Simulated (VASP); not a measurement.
# ZrS (Fm-3m) in VASP: density of states with PBEsol

Aim: the density of states of ZrS with PBEsol.

Program: VASP 6.6.1. These are calculated values, not measurements. Logs are shortened: lines on timing, memory, paths and dates and some standing lists are left out, and cuts for length are marked.

## 1. The cell of the first run

Symmetry: Fm-3m, No. 225, cubic system. Conventional cell: a = 5.282 Å, b = 5.282 Å, c = 5.282 Å, α = 90.00°, β = 90.00°, γ = 90.00°. Within 3.5 Å of Zr (site symmetry m-3m) lie 6 S at 2.64 Å. S (site symmetry m-3m) has 6 Zr at 2.64 Å within 3.5 Å.

## 2. Density of states, PBEsol

POSCAR reads:

```
ZrS
1.0
    0.0000000000      2.6412390000      2.6412390000
    2.6412390000      0.0000000000      2.6412390000
    2.6412390000      2.6412390000      0.0000000000
Zr S
1 1
Direct
    0.0000000000      0.0000000000      0.0000000000
    0.5000000000      0.5000000000      0.5000000000
```

INCAR.step1 reads:

```
SYSTEM = ZrS
ALGO = Normal
EDIFF = 1E-6
ENCUT = 520
GGA = PS
ISIF = 2
ISMEAR = -1
LASPH = .TRUE.
LCHARG = .TRUE.
LMAXMIX = 4
LREAL = .FALSE.
LWAVE = .FALSE.
NBANDS = 16
NELM = 100
PREC = Accurate
SIGMA = 0.1
```

KPOINTS.step1 reads:

```
k-points
0
G
  11 11 11
  0 0 0
```

INCAR.step2 reads:

```
SYSTEM = ZrS
ALGO = Normal
EDIFF = 1E-6
ENCUT = 520
GGA = PS
ICHARG = 11
ISIF = 2
ISMEAR = -5
LASPH = .TRUE.
LCHARG = .FALSE.
LMAXMIX = 4
LORBIT = 10
LREAL = .FALSE.
LWAVE = .FALSE.
NBANDS = 16
NEDOS = 2001
NELM = 100
PREC = Accurate
SIGMA = 0.1
```

KPOINTS.step2 reads:

```
k-points
0
G
  17 17 17
  0 0 0
```

Potentials or basis: VASP PAW PBE potentials, release 64 (Zr_sv, S).

On the command line:

```console
$ cat potpaw_PBE.64/Zr_sv/POTCAR potpaw_PBE.64/S/POTCAR > POTCAR
$ cp INCAR.step1 INCAR
$ cp KPOINTS.step1 KPOINTS
$ mpirun -np 1 vasp_std > vasp.out
$ cp INCAR.step2 INCAR
$ cp KPOINTS.step2 KPOINTS
$ mpirun -np 1 vasp_std > vasp.out
```

OUTCAR:

```text
SYSTEM = ZrS
   EDIFF = 1E-6
   ENCUT = 520
   GGA = PS
   ICHARG = 11
   ISIF = 2
   ISMEAR = -5
   LASPH = .TRUE.
   LORBIT = 10
   LREAL = .FALSE.
   NELM = 100
   PREC = Accurate

 ion  position               nearest neighbor table
   1  0.000  0.000  0.000-   2 2.64   2 2.64   2 2.64   2 2.64   2 2.64   2 2.64
   2  0.500  0.500  0.500-   1 2.64   1 2.64   1 2.64   1 2.64   1 2.64   1 2.64

  LATTYP: Found a face centered cubic cell.
 ALAT       =     5.2824780000

  Lattice vectors:

 A1 = (   0.0000000000,   2.6412390000,   2.6412390000)
 A2 = (   2.6412390000,   0.0000000000,   2.6412390000)
 A3 = (   2.6412390000,   2.6412390000,   0.0000000000)

Analysis of symmetry for initial positions (statically):
=====================================================================
 Subroutine PRICEL returns:
 Original cell was already a primitive cell.

 Routine SETGRP: Setting up the symmetry group for a
 face centered cubic supercell.

 Subroutine GETGRP returns: Found 48 space group operations
 (whereof 48 operations were pure point group operations)
 out of a pool of 48 trial point group operations.

The static configuration has the point symmetry O_h .

Analysis of symmetry for dynamics (positions and initial velocities):
=====================================================================
 Subroutine PRICEL returns:
 Original cell was already a primitive cell.

 Routine SETGRP: Setting up the symmetry group for a
 face centered cubic supercell.

 Subroutine GETGRP returns: Found 48 space group operations
 (whereof 48 operations were pure point group operations)
 out of a pool of 48 trial point group operations.

The dynamic configuration has the point symmetry O_h .

 Subroutine INISYM returns: Found 48 space group operations
 (whereof 48 operations are pure point group operations),
 and found     1 'primitive' translations

----------------------------------------------------------------------------------------

                                     Primitive cell

  volume of cell :      36.8513

  direct lattice vectors                    reciprocal lattice vectors
     0.000000000  2.641239000  2.641239000    -0.189305095  0.189305095  0.189305095
     2.641239000  0.000000000  2.641239000     0.189305095 -0.189305095  0.189305095
     2.641239000  2.641239000  0.000000000     0.189305095  0.189305095 -0.189305095

  length of vectors
     3.735276015  3.735276015  3.735276015     0.327886043  0.327886043  0.327886043

  position of ions in fractional coordinates (direct lattice)
     0.000000000  0.000000000  0.000000000
     0.500000000  0.500000000  0.500000000

  ion indices of the primitive-cell ions
   primitive index   ion index
                 1           1
                 2           2

----------------------------------------------------------------------------------------

 KPOINTS: k-points

Automatic generation of k-mesh.
 Grid dimensions read from file:
 generate k-points for:   17   17   17

 Generating k-lattice:

  Cartesian coordinates                     Fractional coordinates (reciprocal lattice)
    -0.011135594  0.011135594  0.011135594     0.058823529  0.000000000  0.000000000
     0.011135594 -0.011135594  0.011135594     0.000000000  0.058823529  0.000000000
     0.011135594  0.011135594 -0.011135594     0.000000000  0.000000000  0.058823529

  Length of vectors
     0.019287414  0.019287414  0.019287414

  Shift w.r.t. Gamma in fractional coordinates (k-lattice)
     0.000000000  0.000000000  0.000000000

 TETIRR: Found    693 inequivalent tetrahedra from    29478

 Subroutine IBZKPT returns following result:
 ===========================================

 Found    165 irreducible k-points:

 Following reciprocal coordinates:
            Coordinates               Weight
  0.000000  0.000000  0.000000      1.000000
  0.058824  0.000000  0.000000      8.000000
  0.117647  0.000000  0.000000      8.000000
  0.176471  0.000000  0.000000      8.000000
  0.235294  0.000000  0.000000      8.000000
  0.294118  0.000000  0.000000      8.000000
[... 16 lines left out ...]
 -0.176471  0.058824  0.000000     24.000000
 -0.117647  0.058824  0.000000     24.000000
 [... further k-points ...]
   k-points           NKPTS =    165   k-points in BZ     NKDIM =    165   number of bands    NBANDS=     16
   number of dos      NEDOS =   2001   number of ions     NIONS =      2
   total plane-waves  NPLWV =  21952
   dimension x,y,z NGX =    28 NGY =   28 NGZ =   28
   dimension x,y,z NGXF=    56 NGYF=   56 NGZF=   56
   ions per type =               1   1
   NGX,Y,Z   is equivalent  to a cutoff of  12.46, 12.46, 12.46 a.u.
   NGXF,Y,Z  is equivalent  to a cutoff of  24.92, 24.92, 24.92 a.u.
 SYSTEM =  ZrS
   PREC   = accura    normal or accurate (medium, high low for compatibility)
   ISTART =      0    job   : 0-new  1-cont  2-samecut
   ICHARG =     11    charge: 1-file 2-atom 10-const
   ISPIN  =      1    spin polarized calculation?
   LNONCOLLINEAR =      F non collinear calculations
   LSORBIT =      F    spin-orbit coupling
   LASPH  =      T    aspherical Exc in radial PAW
   ENCUT  =  520.0 eV  38.22 Ry    6.18 a.u.   6.95  6.95  6.95*2*pi/ulx,y,z
   NELM   =    100;   NELMIN=  2; NELMDL=  0     # of ELM steps
   EDIFF  = 0.1E-05   stopping-criterion for ELM
   LREAL  =      F    real-space projection
   EDIFFG = 0.1E-04   stopping-criterion for IOM
   NSW    =      0    number of steps for IOM
   IBRION =     -1    ionic relax: 0-MD 1-quasi-New 2-CG
   NFREE  =      0    steps in history (QN), initial steepest desc. (CG)
   ISIF   =      2    stress and relaxation
   ISYM   =      2    0-nonsym 1-usesym 2-fastsym
   POTIM  = 0.5000    time-step for ionic-motion
   TEBEG  =    0.0;   TEEND  =   0.0 temperature during run
   PSTRESS=    0.0 pullay stress
   NELECT =      18.0000    total number of electrons
   NUPDOWN=      -1.0000    fix difference up-down
   EMIN   =  10.00;   EMAX   =-10.00  energy-range for DOS
   EFERMI =   0.00;   METHOD = LEGACY
   ISMEAR =    -5;   SIGMA  =   0.10  broadening in eV -4-tet -1-fermi 0-gaus
   EFERMI_NEDOS =   21; number of points for ismear=-14 and -15
   IALGO  =     38    algorithm
   IMIX   =      4    mixing-type and parameters
     AMIX     =   0.40;   BMIX     =  1.00
     AMIX_MAG =   1.60;   BMIX_MAG =  1.00
  volume/ion in A,a.u.               =      18.43       124.34
  Fermi-wavevector in a.u.,A,eV,Ry     =   1.289282  2.436390 22.616263  1.662248
  Thomas-Fermi vector in A             =   2.421184
   LORBIT       =     10    0 simple, 1 ext, 2 COOP (PROOUT), +10 PAW based schemes
   GGA     = PS    functional components
   LHFCALC =     F    Hartree Fock is set to
   AEXX    =    0.0000 exact exchange contribution
   IVDW    =     0    specifies the selected vdW correction
   LEPSILON=     F    determine dielectric tensor
   LRPA    =     F    only Hartree local field effects (RPA)
 non-spin polarized calculation
 Fermi weights with tetrahedron method with Bloechl corrections
  energy-cutoff  :      520.00
  volume of cell :       36.85
 maximum number of plane-waves:      1010

 number of electron      18.0000001 magnetization

 Free energy of the ion-electron system (eV)
  ---------------------------------------------------
  ext. energy  EPLUGINS =         0.00000000
  ---------------------------------------------------
  free energy    TOTEN  =       -16.44855791 eV

  energy without entropy =      -16.44855791  energy(sigma->0) =      -16.44855791

 E-fermi :  10.3689     XC(G=0): -11.3712

 val. band max:       10.4328176758   @ k =  -0.2941   0.3529   0.1176
 cond. band min:      10.3949669983   @ k =  -0.4706   0.1765   0.0588
 fundamental gap:     -0.0378506775
 Fermi energy:        10.3688539029

 k-point     1 :       0.0000    0.0000    0.0000
  band No.  band energies     occupation
      1     -39.5448      2.00000
      2     -17.5392      2.00000
      3     -17.5392      2.00000
      4     -17.5392      2.00000
      5      -5.3543      2.00000
      6       6.8709      2.00000
[... 8 lines left out ...]
     15      17.4922      0.00000
     16      22.5662      0.00000

 k-point     2 :       0.0588    0.0000    0.0000
  band No.  band energies     occupation
      1     -39.5440      2.00000
      2     -17.5506      2.00000
      3     -17.5402      2.00000
      4     -17.5402      2.00000
      5      -5.3117      2.00000
      6       6.5926      2.00000
[... 8 lines left out ...]
     15      17.6376      0.00000
     16      22.2420      0.00000

 k-point     3 :       0.1176    0.0000    0.0000
  band No.  band energies     occupation
      1     -39.5417      2.00000
      2     -17.5830      2.00000
      3     -17.5430      2.00000
      4     -17.5430      2.00000
      5      -5.1879      2.00000
      6       5.9500      2.00000
[... 8 lines left out ...]
     15      18.0169      0.00000
     16      21.5261      0.00000

 k-point     4 :       0.1765    0.0000    0.0000
  band No.  band energies     occupation
      1     -39.5382      2.00000
      2     -17.6316      2.00000
      3     -17.5473      2.00000
      4     -17.5473      2.00000
      5      -4.9939      2.00000
      6       5.1851      2.00000
[... 8 lines left out ...]
     15      18.3786      0.00000
     16      21.0118      0.00000
[... 324 lines left out ...]
 k-point    22 :      -0.2353    0.0588    0.0000
  band No.  band energies     occupation
      1     -39.5320      2.00000
      2     -17.7093      2.00000
      3     -17.5656      2.00000
      4     -17.5503      2.00000
      5      -4.6414      2.00000
      6       4.1181      2.00000
[... 8 lines left out ...]
     15      18.2925      0.00000
     16      19.1983      0.00000

 k-point    23 :      -0.1765    0.0588    0.0000
  band No.  band energies     occupation
      1     -39.5363      2.00000
      2     -17.6525      2.00000
      3     -17.5594      2.00000
      4     -17.5452      2.00000
      5      -4.8906      2.00000
      6       4.8075      2.00000
[... 8 lines left out ...]
     15      18.4785      0.00000
     16      19.9459      0.00000

 k-point    24 :      -0.1176    0.0588    0.0000
  band No.  band energies     occupation
      1     -39.5400      2.00000
      2     -17.6023      2.00000
      3     -17.5528      2.00000
      4     -17.5416      2.00000
      5      -5.0980      2.00000
      6       5.5097      2.00000
[... 8 lines left out ...]
     15      18.2616      0.00000
     16      20.7607      0.00000

 [... further k-points ...]

------------------------ aborting loop because EDIFF is reached ----------------------------------------

  FORCE on cell =-STRESS in cart. coord.  units (eV):
  Direction    XX          YY          ZZ          XY          YZ          ZX
  --------------------------------------------------------------------------------------
  -------------------------------------------------------------------------------------
  Total       -2.0240705     -2.0240705     -2.0240705     -0.0000000     -0.0000000      0.0000000
  in kB      -88.0000894    -88.0000894    -88.0000894     -0.0000000     -0.0000000      0.0000000
  external PRESSURE =     -88.0000894 kB  Pullay stress =       0.0000000 kB

 VOLUME and BASIS-vectors are now :
 -----------------------------------------------------------------------------
  energy-cutoff  :      520.00
  volume of cell :       36.85
      direct lattice vectors                 reciprocal lattice vectors
     0.000000000  2.641239000  2.641239000    -0.189305095  0.189305095  0.189305095
     2.641239000  0.000000000  2.641239000     0.189305095 -0.189305095  0.189305095
     2.641239000  2.641239000  0.000000000     0.189305095  0.189305095 -0.189305095

 POSITION                                       TOTAL-FORCE (eV/Angst)
 -----------------------------------------------------------------------------------
      0.00000      0.00000      0.00000         0.000000      0.000000     -0.000000
      2.64124      2.64124      2.64124         0.000000      0.000000      0.000000
 -----------------------------------------------------------------------------------
    total drift:                                0.000000      0.000000      0.000000

  FREE ENERGIE OF THE ION-ELECTRON SYSTEM (eV)
  ---------------------------------------------------
  free  energy   TOTEN  =       -16.4485579132 eV

  energy  without entropy=      -16.4485579132  energy(sigma->0) =      -16.44855791

 total charge

# of ion       s       p       d       tot
------------------------------------------
    1        2.123   5.958   1.700   9.781
    2        1.302   2.425   0.000   3.727
--------------------------------------------------
tot          3.425   8.383   1.700  13.508
```

Wall time 2 min (1 thread of Intel Xeon 8259CL, shared host); peak memory 0.22 GiB.

What came out:

```
Valence electrons inside the program's atomic spheres : Zr 9.78; S 3.73
```

Caveat: the PAW data sets were made with another functional, which shifts forces and pressure a little; tetrahedron occupations give inexact forces and stress in metals.
